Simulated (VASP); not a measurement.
A run of VASP 6.6.1 is set up as follows.

The input INCAR:

```
  PREC = Accurate
  ENCUT = 600
  EDIFF = 1E-6
  ISMEAR = -1
  SIGMA = 0.03
  LREAL = F
  LASPH = T
  NELM = 100
  ALGO = Normal
  ISIF = 3
  LWAVE = F
  LCHARG = F
  GGA = CA
  IBRION = 2
  NSW = 100
  EDIFFG = -0.005
```

Contents of KPOINTS:

```
regular mesh
0
Gamma
  13 13 13
```

Contents of POSCAR:

```
TaCd
1.0
    1.4659851401     -0.8463869152      4.7888847909
    0.0000000000      1.6927738305      4.7888847909
   -1.4659851401     -0.8463869152      4.7888847909
Cd Ta
1 1
Direct
    0.0000000000      0.0000000000      0.0000000000
    0.5000000000      0.5000000000      0.5000000000
```

Potentials or basis: VASP PAW LDA potentials, release 64 (Cd, Ta_pv).

Launch:

```bash
$ cat potpaw_LDA.64/Cd/POTCAR potpaw_LDA.64/Ta_pv/POTCAR > POTCAR
$ mpirun -np 1 vasp_std > vasp.out
```

Task: What does it give for the relaxed cell?

Result: a = 5.290 Å, b = 5.290 Å, c = 5.290 Å, α = 31.62°, β = 31.62°, γ = 31.62°.

Task: Estimate the relaxed volume.

Result: 18.06 Å³/atom.

Task: What does it give for the band gap on the k mesh?

Result: Zero (an odd number of electrons rules out a gap without spin polarisation).

Final structure:
```yaml
crystal:
  lattice:
    - [1.44105, -0.83199, 5.02110]
    - [0.00000, 1.66399, 5.02110]
    - [-1.44105, -0.83199, 5.02110]
  atoms:
    - { symbol: Cd, position: [0.00000, 0.00000, 0.00000] }
    - { symbol: Ta, position: [0.50000, 0.50000, 0.50000] }
```

Caveat: spin-orbit coupling is left out, which moves the levels of the heavy elements.
